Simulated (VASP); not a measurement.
Write the native input for VASP 6.6.1 that does the following.

- Task: single point
- Functional: LDA
- Potentials or basis: VASP PAW LDA potentials, release 64 (Sn_d, O)
- Cutoff: 520 eV
- k mesh: 10 × 10 × 8
- Occupations: gaussian, width 0.15 eV
- Spin: no spin polarisation
- Dipole correction: no
- Further INCAR settings: ALGO = Normal; EDIFF = 1e-06; NBANDS = 28

The structure of SnO lies in POSCAR:

```
SnO
1.0
    3.8787000000      0.0000000000      0.0000000000
    0.0000000000      3.8787000000      0.0000000000
    0.0000000000      0.0000000000      4.5398000000
Sn O
2 2
Direct
    0.0000000000      0.5000000000      0.2455950842
    0.5000000000      0.0000000000      0.7544049158
    0.0000000000      0.0000000000      0.0000000000
    0.5000000000      0.5000000000      0.0000000000
```

One way to write it, as run:

INCAR

```
SYSTEM = SnO
PREC     = Accurate       ! precision mode
ENCUT    = 520            ! plane-wave cutoff, eV
EDIFF    = 1E-6           ! SCF threshold, eV
ISMEAR   = 0              ! smearing method
SIGMA    = 0.15           ! smearing width, eV
LREAL    = .False.        ! projectors in reciprocal space
LASPH    = .True.         ! aspherical terms in the spheres
NELM     = 60             ! most SCF steps
ALGO     = Normal         ! electronic algorithm
ISIF     = 2              ! what is computed and relaxed
LWAVE    = .False.        ! write WAVECAR
LCHARG   = .False.        ! write CHGCAR
NBANDS   = 28             ! bands
```

KPOINTS

```
Automatic mesh
0
Gamma
  10 10 8
  0 0 0
```

Potentials or basis: VASP PAW LDA potentials, release 64 (Sn_d, O).

Command:

```sh
$ cat potpaw_LDA.64/Sn_d/POTCAR potpaw_LDA.64/O/POTCAR > POTCAR
$ mpirun -np 1 vasp_std > vasp.out
```

Results of the run:

| Quantity | Value |
| --- | --- |
| Pressure | -3.7 GPa |
| Largest force | 0.105 eV/Å |
| Band gap on the k mesh | 0.19 eV (least direct gap 1.69 eV) |

Caveat: the cell stands under tension; spin-orbit coupling is left out, which moves the levels of the heavy elements.

Run time: 3.1 min on 1 thread of Intel(R) Xeon(R) Platinum 8259CL CPU @ 2.50GHz (Skylake/Cascade Lake), with other jobs on the host, peak memory 0.27 GiB.
